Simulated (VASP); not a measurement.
# PtSe2 (Sudovikovite): single point with LDA

The system is PtSe2 (Sudovikovite).

```
CELL_PARAMETERS angstrom
3.73834 0.00000 0.00000
-1.86917 3.23749 0.00000
0.00000 0.00000 4.76315
ATOMIC_POSITIONS crystal
Pt 0.00000 0.00000 0.00000
Se 0.66667 0.33333 0.73463
Se 0.33333 0.66667 0.26537
```

| Quantity | Value |
| --- | --- |
| Program | VASP 6.6.1 |
| Task | single point |
| Functional | LDA |
| Potentials or basis | VASP PAW LDA potentials, release 64 (Pt, Se) |
| Cutoff | 520 eV |
| k mesh | 8 × 8 × 5 |
| Occupations | fermi-dirac, width 0.05 eV |
| Spin | no spin polarisation |

```json
{
  "Pressure": "0.4 GPa",
  "Largest force": "0.056 eV/Å",
  "Band gap on the k mesh": "zero (band 11 reaches 7.96 eV, above the bottom of band 12 at 7.07 eV)"
}
```

Forces on the atoms (eV/Å):
```
Pt   0.000  0.000  0.000
Se   0.000  0.000 -0.056
Se   0.000  0.000  0.056
```

Stress tensor (GPa, compression positive):
```
0.51 0.00 0.00
0.00 0.51 0.00
0.00 0.00 0.32
```

Levels at points of the mesh, in eV from the Fermi level:
```tsv
k point	band 8	band 9	band 10	band 11	band 12	band 13	band 14	band 15
(0.00, 0.00, 0.00)	-2.55	-1.07	-1.07	0.81	1.05	1.05	3.11	4.15
(0.50, 0.00, 0.00)	-3.86	-3.48	-3.41	-3.02	0.46	2.58	5.05	6.05
```

Run time: 16 s on 1 thread of Intel(R) Xeon(R) Platinum 8559C (Emerald Rapids), with other jobs on the host, peak memory 0.18 GiB.

Caveat: spin-orbit coupling is left out, which moves the levels of the heavy elements.
